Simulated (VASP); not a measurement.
# Ir (P6_3/mmc) in VASP: notebook

Runs on Ir. Level: PBEsol. Tasks: single point.

Program: VASP 6.6.1. These are calculated values, not measurements. Logs are shortened: lines on timing, memory, paths and dates and some standing lists are left out, and cuts for length are marked.

## Step 1: The cell of the first run

Symmetry: P6_3/mmc, No. 194, hexagonal system. The conventional cell has a = 2.637 Å, b = 2.637 Å, c = 4.276 Å, α = 90.00°, β = 90.00°, γ = 120.00°. Ir (site symmetry -6m2) has 12 Ir at 2.62 to 2.64 Å within 3.5 Å.

## Step 2: Single point, PBEsol

Input file INCAR:

```
PREC = Accurate
ENCUT = 520
EDIFF = 1E-6
ISMEAR = -1
SIGMA = 0.1
LREAL = F
LASPH = T
NELM = 80
ALGO = Normal
ISIF = 2
LWAVE = F
LCHARG = F
GGA = PS
NBANDS = 16
```

Input file KPOINTS:

```
Automatic mesh
0
Gamma
  12 12 7
```

Input file POSCAR:

```
Ir
1.0
    2.6366033533      0.0000000000      0.0000000000
   -1.3183016766      2.2833607157      0.0000000000
    0.0000000000      0.0000000000      4.2761409828
Ir
2
Direct
    0.6666666667      0.3333333333      0.7500000000
    0.3333333333      0.6666666667      0.2500000000
```

Potentials or basis: VASP PAW PBE potentials, release 64 (Ir).

Started as:

```
$ cat potpaw_PBE.64/Ir/POTCAR > POTCAR
$ mpirun -np 1 vasp_std > vasp.out
```

OUTCAR:

```text
PREC = Accurate
   ENCUT = 520
   EDIFF = 1E-6
   ISMEAR = -1
   LREAL = F
   LASPH = T
   NELM = 80
   ISIF = 2
   GGA = PS

 ion  position               nearest neighbor table
   1  0.667  0.333  0.750-   2 2.62   2 2.62   2 2.62   2 2.62   2 2.62   2 2.62
   2  0.333  0.667  0.250-   1 2.62   1 2.62   1 2.62   1 2.62   1 2.62   1 2.62

  LATTYP: Found a hexagonal cell.
 ALAT       =     2.6366033533
 C/A-ratio  =     1.6218370418

  Lattice vectors:

 A1 = (   2.6366033533,   0.0000000000,   0.0000000000)
 A2 = (  -1.3183016766,   2.2833607157,   0.0000000000)
 A3 = (   0.0000000000,   0.0000000000,   4.2761409828)

Analysis of symmetry for initial positions (statically):
=====================================================================
 Subroutine PRICEL returns:
 Original cell was already a primitive cell.

 Routine SETGRP: Setting up the symmetry group for a
 hexagonal supercell.

 Subroutine GETGRP returns: Found 24 space group operations
 (whereof 12 operations were pure point group operations)
 out of a pool of 24 trial point group operations.

The static configuration has the point symmetry D_3d.
 The point group associated with its full space group is D_6h.

Analysis of symmetry for dynamics (positions and initial velocities):
=====================================================================
 Subroutine PRICEL returns:
 Original cell was already a primitive cell.

 Routine SETGRP: Setting up the symmetry group for a
 hexagonal supercell.

 Subroutine GETGRP returns: Found 24 space group operations
 (whereof 12 operations were pure point group operations)
 out of a pool of 24 trial point group operations.

The dynamic configuration has the point symmetry D_3d.
 The point group associated with its full space group is D_6h.

 Subroutine INISYM returns: Found 24 space group operations
 (whereof 12 operations are pure point group operations),
 and found     1 'primitive' translations

----------------------------------------------------------------------------------------

                                     Primitive cell

  volume of cell :      25.7437

  direct lattice vectors                    reciprocal lattice vectors
     2.636603353  0.000000000  0.000000000     0.379275858  0.218975476  0.000000000
    -1.318301677  2.283360716  0.000000000     0.000000000  0.437950952  0.000000000
     0.000000000  0.000000000  4.276140983     0.000000000  0.000000000  0.233855713

  length of vectors
     2.636603353  2.636599224  4.276140983     0.437950266  0.437950952  0.233855713

  position of ions in fractional coordinates (direct lattice)
     0.666666667  0.333333333  0.750000000
     0.333333333  0.666666667  0.250000000

  ion indices of the primitive-cell ions
   primitive index   ion index
                 1           1
                 2           2

----------------------------------------------------------------------------------------

 KPOINTS: Automatic mesh

Automatic generation of k-mesh.
 Grid dimensions read from file:
 generate k-points for:   12   12    7

 Generating k-lattice:

  Cartesian coordinates                     Fractional coordinates (reciprocal lattice)
     0.031606322  0.018247956  0.000000000     0.083333333  0.000000000  0.000000000
     0.000000000  0.036495913  0.000000000     0.000000000  0.083333333  0.000000000
     0.000000000  0.000000000  0.033407959     0.000000000  0.000000000  0.142857143

  Length of vectors
     0.036495856  0.036495913  0.033407959

  Shift w.r.t. Gamma in fractional coordinates (k-lattice)
     0.000000000  0.000000000  0.000000000

 Subroutine IBZKPT returns following result:
 ===========================================

 Found     76 irreducible k-points:

 Following reciprocal coordinates:
            Coordinates               Weight
  0.000000  0.000000  0.000000      1.000000
  0.083333  0.000000  0.000000      6.000000
  0.166667  0.000000  0.000000      6.000000
  0.250000  0.000000  0.000000      6.000000
  0.333333  0.000000  0.000000      6.000000
  0.416667  0.000000  0.000000      6.000000
[... 16 lines left out ...]
  0.250000  0.000000  0.142857     12.000000
  0.333333  0.000000  0.142857     12.000000
 [... further k-points ...]
   k-points           NKPTS =     76   k-points in BZ     NKDIM =     76   number of bands    NBANDS=     16
   number of dos      NEDOS =    301   number of ions     NIONS =      2
   total plane-waves  NPLWV =  12800
   dimension x,y,z NGX =    20 NGY =   20 NGZ =   32
   dimension x,y,z NGXF=    40 NGYF=   40 NGZF=   64
   ions per type =               2
   NGX,Y,Z   is equivalent  to a cutoff of  12.61, 12.61, 12.44 a.u.
   NGXF,Y,Z  is equivalent  to a cutoff of  25.22, 25.22, 24.88 a.u.
 SYSTEM =  unknown system
   PREC   = accura    normal or accurate (medium, high low for compatibility)
   ISTART =      0    job   : 0-new  1-cont  2-samecut
   ICHARG =      2    charge: 1-file 2-atom 10-const
   ISPIN  =      1    spin polarized calculation?
   LNONCOLLINEAR =      F non collinear calculations
   LSORBIT =      F    spin-orbit coupling
   LASPH  =      T    aspherical Exc in radial PAW
   ENCUT  =  520.0 eV  38.22 Ry    6.18 a.u.   4.90  4.90  7.95*2*pi/ulx,y,z
   NELM   =     80;   NELMIN=  2; NELMDL= -5     # of ELM steps
   EDIFF  = 0.1E-05   stopping-criterion for ELM
   LREAL  =      F    real-space projection
   EDIFFG = 0.1E-04   stopping-criterion for IOM
   NSW    =      0    number of steps for IOM
   IBRION =     -1    ionic relax: 0-MD 1-quasi-New 2-CG
   NFREE  =      0    steps in history (QN), initial steepest desc. (CG)
   ISIF   =      2    stress and relaxation
   ISYM   =      2    0-nonsym 1-usesym 2-fastsym
   POTIM  = 0.5000    time-step for ionic-motion
   TEBEG  =    0.0;   TEEND  =   0.0 temperature during run
   PSTRESS=    0.0 pullay stress
   NELECT =      18.0000    total number of electrons
   NUPDOWN=      -1.0000    fix difference up-down
   EMIN   =  10.00;   EMAX   =-10.00  energy-range for DOS
   EFERMI =   0.00;   METHOD = LEGACY
   ISMEAR =    -1;   SIGMA  =   0.10  broadening in eV -4-tet -1-fermi 0-gaus
   EFERMI_NEDOS =   21; number of points for ismear=-14 and -15
   IALGO  =     38    algorithm
   IMIX   =      4    mixing-type and parameters
     AMIX     =   0.40;   BMIX     =  1.00
     AMIX_MAG =   1.60;   BMIX_MAG =  1.00
  volume/ion in A,a.u.               =      12.87        86.86
  Fermi-wavevector in a.u.,A,eV,Ry     =   1.453032  2.745833 28.726013  2.111302
  Thomas-Fermi vector in A             =   2.570346
   LORBIT       =      0    0 simple, 1 ext, 2 COOP (PROOUT), +10 PAW based schemes
   GGA     = PS    functional components
   LHFCALC =     F    Hartree Fock is set to
   AEXX    =    0.0000 exact exchange contribution
   IVDW    =     0    specifies the selected vdW correction
   LEPSILON=     F    determine dielectric tensor
   LRPA    =     F    only Hartree local field effects (RPA)
 non-spin polarized calculation
  energy-cutoff  :      520.00
  volume of cell :       25.74
 maximum number of plane-waves:       708
 NGX is ok and might be reduce to    20
   NGX =  9   NGY =  9   NGZ = 15

 number of electron      17.9999999 magnetization

 Free energy of the ion-electron system (eV)
  ---------------------------------------------------
  ext. energy  EPLUGINS =         0.00000000
  ---------------------------------------------------
  free energy    TOTEN  =       -19.19193594 eV

  energy without entropy =      -19.13306956  energy(sigma->0) =      -19.16250275

 E-fermi :  12.1372     XC(G=0): -14.6606

 val. band max:       12.1194913794   @ k =   0.2500   0.2500   0.1429
 cond. band min:      12.1569454030   @ k =   0.3333   0.0833   0.0000
 fundamental gap:      0.0374540236
 Fermi energy:        12.1371858461

 k-point     1 :       0.0000    0.0000    0.0000
  band No.  band energies     occupation
      1      -0.2750      2.00000
      2       2.7859      2.00000
      3       7.5170      2.00000
      4       7.6221      2.00000
      5       7.6222      2.00000
      6       8.4030      2.00000
[... 8 lines left out ...]
     15      28.4414      0.00000
     16      29.7748      0.00000

 k-point     2 :       0.0833    0.0000    0.0000
  band No.  band energies     occupation
      1       0.0257      2.00000
      2       3.0552      2.00000
      3       7.0483      2.00000
      4       7.8852      2.00000
      5       8.0122      2.00000
      6       8.2439      2.00000
[... 8 lines left out ...]
     15      28.8423      0.00000
     16      30.2913      0.00000

 k-point     3 :       0.1667    0.0000    0.0000
  band No.  band energies     occupation
      1       0.8644      2.00000
      2       3.7155      2.00000
      3       6.4828      2.00000
      4       7.4893      2.00000
      5       7.7614      2.00000
      6       8.6500      2.00000
[... 8 lines left out ...]
     15      29.4351      0.00000
     16      30.7740      0.00000

 k-point     4 :       0.2500    0.0000    0.0000
  band No.  band energies     occupation
      1       2.0163      2.00000
      2       4.1361      2.00000
      3       6.0752      2.00000
      4       6.3865      2.00000
      5       7.4860      2.00000
      6       8.1420      2.00000
[... 8 lines left out ...]
     15      28.1261      0.00000
     16      29.0764      0.00000
[... 324 lines left out ...]
 k-point    22 :       0.1667    0.0000    0.1429
  band No.  band energies     occupation
      1       1.0882      2.00000
      2       3.7818      2.00000
      3       6.5369      2.00000
      4       7.0009      2.00000
      5       7.5923      2.00000
      6       8.2625      2.00000
[... 8 lines left out ...]
     15      29.2635      0.00000
     16      30.2608      0.00000

 k-point    23 :       0.2500    0.0000    0.1429
  band No.  band energies     occupation
      1       2.1626      2.00000
      2       4.2370      2.00000
      3       5.8987      2.00000
      4       6.4465      2.00000
      5       7.2158      2.00000
      6       8.2100      2.00000
[... 8 lines left out ...]
     15      28.3222      0.00000
     16      29.4171      0.00000

 k-point    24 :       0.3333    0.0000    0.1429
  band No.  band energies     occupation
      1       2.9633      2.00000
      2       3.9807      2.00000
      3       5.1856      2.00000
      4       6.4023      2.00000
      5       7.8122      2.00000
      6       7.8525      2.00000
[... 8 lines left out ...]
     15      27.1270      0.00000
     16      27.2306      0.00000

 [... further k-points ...]

------------------------ aborting loop because EDIFF is reached ----------------------------------------

  FORCE on cell =-STRESS in cart. coord.  units (eV):
  Direction    XX          YY          ZZ          XY          YZ          ZX
  --------------------------------------------------------------------------------------
  -------------------------------------------------------------------------------------
  Total        7.3377257      7.3376951      7.7254607      0.0000000      0.0000000      0.0000000
  in kB      456.6681424    456.6662353    480.7990818      0.0000000      0.0000000      0.0000000
  external PRESSURE =     464.7111532 kB  Pullay stress =       0.0000000 kB

 VOLUME and BASIS-vectors are now :
 -----------------------------------------------------------------------------
  energy-cutoff  :      520.00
  volume of cell :       25.74
      direct lattice vectors                 reciprocal lattice vectors
     2.636603353  0.000000000  0.000000000     0.379275858  0.218975476  0.000000000
    -1.318301677  2.283360716  0.000000000     0.000000000  0.437950952  0.000000000
     0.000000000  0.000000000  4.276140983     0.000000000  0.000000000  0.233855713

 POSITION                                       TOTAL-FORCE (eV/Angst)
 -----------------------------------------------------------------------------------
      1.31830      0.76112      3.20711        -0.000000     -0.000000      0.000000
     -0.00000      1.52224      1.06904         0.000000      0.000000      0.000000
 -----------------------------------------------------------------------------------
    total drift:                               -0.000000      0.000000     -0.000000

  FREE ENERGIE OF THE ION-ELECTRON SYSTEM (eV)
  ---------------------------------------------------
  free  energy   TOTEN  =       -19.1919359401 eV

  energy  without entropy=      -19.1330695551  energy(sigma->0) =      -19.16250275
```

Wall time 32 s (1 thread of Intel Xeon 8259CL, shared host); peak memory 0.16 GiB.

What came out:

```yaml
Free_energy: -19.1919 eV
Pressure: 46.5 GPa
Band_gap_on_the_k_mesh: zero (band 9 reaches 13.30 eV, above the bottom of band 10 at 9.37 eV)
```

Levels at points of the mesh, in eV from the Fermi level:
```tsv
k point	band 5	band 6	band 7	band 8	band 9	band 10	band 11	band 12	band 13	band 14
(0.00, 0.00, 0.00)	-4.51	-3.73	-3.73	-2.79	-2.79	-1.15	0.30	0.30	7.97	14.00
(0.50, 0.00, 0.00)	-4.17	-4.00	-3.49	0.85	1.17	1.35	3.34	4.92	8.84	11.06
```

Caveat: the PAW data sets were made with another functional, which shifts forces and pressure a little; spin-orbit coupling is left out, which moves the levels of the heavy elements.

## Step 3: Single point, PBEsol

This run uses another cell than the first one, of 13.46 Å³/atom, 1.045 times its volume.

Input file INCAR:

```
SYSTEM = Ir
ALGO = Normal ; EDIFF = 1E-6
ENCUT = 520 ; GGA = PS
ISIF = 2 ; ISMEAR = -1
LASPH = .True. ; LCHARG = .True.
LELF = .True. ; LREAL = .False.
LVHAR = .True. ; LWAVE = .False.
NBANDS = 16 ; NELM = 100
PREC = Accurate ; SIGMA = 0.1
```

Input file KPOINTS:

```
k-points
0
Gamma
  12 12 7
  0 0 0
```

Input file POSCAR:

```
Ir
1.0
    2.6759614447      0.0000000000      0.0000000000
   -1.3379807223      2.3174457516      0.0000000000
    0.0000000000      0.0000000000      4.3399733933
Ir
2
Direct
    0.6666666667      0.3333333333      0.7500000000
    0.3333333333      0.6666666667      0.2500000000
```

Potentials or basis: VASP PAW PBE potentials, release 64 (Ir).

Started as:

```
$ cat potpaw_PBE.64/Ir/POTCAR > POTCAR
$ mpirun -np 1 vasp_std > vasp.out
```

Wall time 35 s (1 thread of Intel Xeon 8259CL, shared host); peak memory 0.15 GiB.

Results (log left out):

- Free energy: -19.4392 eV
- Pressure: 22.1 GPa
- Band gap on the k mesh: zero (band 9 reaches 12.36 eV, above the bottom of band 10 at 8.71 eV)

Stress tensor (GPa, compression positive):
```
21.59  0.00  0.00
 0.00 21.59  0.00
 0.00  0.00 23.15
```

Levels at points of the mesh, in eV from the Fermi level:
```tsv
k point	band 6	band 7	band 8	band 9	band 10	band 11	band 12	band 13
(0.00, 0.00, 0.00)	-3.48	-3.48	-2.60	-2.60	-1.04	0.28	0.28	7.52
(0.50, 0.00, 0.00)	-3.77	-3.26	0.79	1.07	1.25	3.15	4.66	8.53
```

Caveat: the PAW data sets were made with another functional, which shifts forces and pressure a little; spin-orbit coupling is left out, which moves the levels of the heavy elements.
